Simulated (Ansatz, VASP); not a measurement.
**Ba: VASP beside Ansatz**

Contents of INCAR:

```
ALGO     = Normal         # electronic algorithm
EDIFF    = 1E-8           # SCF threshold, eV
ENCUT    = 520            # plane-wave cutoff, eV
GGA      = PS             # functional
ISIF     = 2              # what is computed and relaxed
ISMEAR   = -1             # smearing method
LASPH    = True           # aspherical terms in the spheres
LCHARG   = False          # write CHGCAR
LEFG     = True         
LREAL    = False          # projectors in reciprocal space
LWAVE    = False          # write WAVECAR
NBANDS   = 11             # bands
NELM     = 100            # most SCF steps
PREC     = Accurate       # precision mode
SIGMA    = 0.05           # smearing width, eV
```

KPOINTS

```
k-points
0
Gamma
  10 10 10
```

POSCAR

```
Ba
1.0
   -2.5328985096      2.5328985096      2.5328985096
    2.5328985096     -2.5328985096      2.5328985096
    2.5328985096      2.5328985096     -2.5328985096
Ba
1
Direct
    0.0000000000      0.0000000000      0.0000000000
```

Input for Ansatz:

```yaml
crystal:
  lattice:
    - [-2.5328985096, 2.5328985096, 2.5328985096]
    - [2.5328985096, -2.5328985096, 2.5328985096]
    - [2.5328985096, 2.5328985096, -2.5328985096]
  atoms:
    - { symbol: Ba, position: [0.0, 0.0, 0.0] }
kpoints:
  mp_grid: { grid: [10, 10, 10] }
scf:
  occupations: { method: fermi_dirac, width: 0.05 }
hamiltonian:
  xc: pbesol
  pseudopotentials: { kind: paw }
output:
  forces: true
  stress: true
  eigenvalues: true
  efg: { contact_densities: true }
  write_density: true
  write_potential: true
  elf: true
  volumetric_format: npy
```

Change from the starting cell: volume scaled by 1.04, PAW files.

Alike in both runs: task electric field gradients; functional PBEsol; k mesh 10 × 10 × 10; occupations fermi-dirac, width 0.05 eV; no spin polarisation.

|  | VASP | Ansatz |
| --- | --- | --- |
| version | VASP 6.6.1 | Ansatz 0.2.0 |
| potentials or method | VASP PAW PBE potentials, release 64 (Ba_sv) | PAW with Ansatz's default frozen-core files, scalar-relativistic |
| plane-wave cutoff (eV) | 520 | 420 |
| valence electrons in the cell | 10 | 10 |

VASP gave:

| Quantity | Value |
| --- | --- |
| pressure (GPa) | -0.8 |

Q: Estimate Ansatz's values.

A: Pressure (GPa): -0.9.

VASP's potentials were made for PBE, not for PBEsol.

Neither program's run includes spin-orbit coupling.
